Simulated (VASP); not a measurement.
# Na4F: single point with PBE

The system is Na4F.

```xyz
5
Lattice="-2.8385 2.8385 2.8385 2.8385 -2.8385 2.8385 2.8385 2.8385 -2.8385" Properties=species:S:1:pos:R:3 pbc="T T T"
Na    1.4193    1.4193    1.4193
Na    1.4193    1.4193   -1.4193
Na    1.4193   -1.4193    1.4193
Na   -1.4193    1.4193    1.4193
F     0.0000    0.0000    0.0000
```

The cell was built from a structure type or drawn by symmetry, and may not be a known phase.

| Item | Value |
| --- | --- |
| Program | VASP 6.6.1 |
| Task | single point |
| Functional | PBE |
| Potentials or basis | VASP PAW PBE potentials, release 64 (Na_pv, F) |
| Cutoff | 520 eV |
| k mesh | 4 × 4 × 4 |
| Occupations | gaussian, width 0.1 eV |
| Spin | no spin polarisation |

| Item | Value |
| --- | --- |
| Pressure | 8.1 GPa |
| Band gap on the k mesh | zero (an odd number of electrons rules out a gap without spin polarisation) |

Levels at points of the mesh, in eV from the Fermi level:
| k point | band 15 | band 16 | band 17 | band 18 | band 19 | band 20 |
| --- | --- | --- | --- | --- | --- | --- |
| (0.00, 0.00, 0.00) | -6.38 | -6.38 | -3.71 | 3.34 | 3.34 | 4.30 |
| (0.50, 0.00, 0.00) | -6.47 | -6.40 | -1.31 | -1.04 | 2.32 | 2.96 |
| (0.50, 0.50, 0.50) | -6.59 | -6.59 | -0.27 | -0.27 | 1.84 | 1.84 |

It took 39 s on 1 thread of Intel Xeon 8259CL, with other jobs on the host, peak memory 0.22 GiB.

Caveat: the k points lie up to 0.39 Å⁻¹ apart, too coarse for converged energies and pressures of a metal; an odd number of electrons without spin polarisation forces a metal; a magnetic or distorted state may lie lower.
